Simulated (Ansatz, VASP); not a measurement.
Two plane-wave programs on CsH

POSCAR

```
CsH
1.0
    3.3155200000      3.3155200000      0.0000000000
   -3.3155200000      3.3155200000      0.0000000000
    0.0000000000      0.0000000000      6.6310400000
Cs H
2 2
Direct
    0.0000000000      0.0000000000      0.0000000000
    0.5000000000      0.5000000000      0.5000000000
    0.5000000000      0.5000000000      0.0000000000
    0.0000000000      0.0000000000      0.5000000000
```

Contents of INCAR.step1:

```
SYSTEM = CsH
PREC = Accurate
ENCUT = 520
ISMEAR = 0
SIGMA = 0.02
LREAL = .False.
LASPH = .True.
NELM = 100
NBANDS = 18
GGA = PE
ALGO = Normal
EDIFF = 1E-4
LWAVE = .True.
LCHARG = .False.
```

File INCAR.step2:

```
SYSTEM = CsH
PREC = Accurate
ENCUT = 520
EDIFF = 1E-6
ISMEAR = 0
SIGMA = 0.02
LREAL = .False.
LASPH = .True.
NELM = 100
ALGO = Normal
ISIF = 2
LWAVE = .False.
LCHARG = .False.
METAGGA = R2SCAN
LMIXTAU = .True.
NBANDS = 18
ISTART = 1
```

KPOINTS

```
regular mesh
0
Gamma
  6 6 4
  0 0 0
```

Input for Ansatz:

```yaml
crystal:
  lattice:
    - [3.31552, 3.31552, 0.0]
    - [-3.31552, 3.31552, 0.0]
    - [0.0, 0.0, 6.63104]
  atoms:
    - { symbol: Cs, position: [0.0, 0.0, 0.0] }
    - { symbol: Cs, position: [0.5, 0.5, 0.5] }
    - { symbol: H, position: [0.5, 0.5, 0.0] }
    - { symbol: H, position: [0.0, 0.0, 0.5] }
basis:
  ecutwfc: 500
kpoints:
  mp_grid: { grid: [6, 6, 4] }
hamiltonian:
  xc: r2scan
scf:
  occupations: { method: gaussian, width: 0.02 }
output:
  forces: true
  stress: true
  eigenvalues: true
```

Change from the starting cell: equal strain along all axes, cell held, atoms relaxed: +4.0 %.

Alike in both runs: task single point; functional r2SCAN; k mesh 6 × 6 × 4; occupations gaussian, width 0.02 eV; no spin polarisation.

|  | VASP | Ansatz |
| --- | --- | --- |
| version | VASP 6.6.1 | Ansatz 0.2.0 |
| potentials or method | VASP PAW PBE potentials, release 64 (Cs_sv, H), cutoff 520 eV | scalar-relativistic, plane waves, PAW |
| valence electrons in the cell | 20 | 20 |

```tsv
	VASP	Ansatz	Ansatz less VASP
gap on the k mesh at the Fermi level (eV)	2.77	2.78	+0.013
least direct gap on the mesh (eV)	2.77	2.78	+0.013
pressure (GPa)	-0.9	-0.9	-0.01
```

VASP's potentials were made for PBE, not for r2SCAN. The functional is the same, so the differences come from potentials, cutoffs and numerics.

Neither program's run includes spin-orbit coupling.
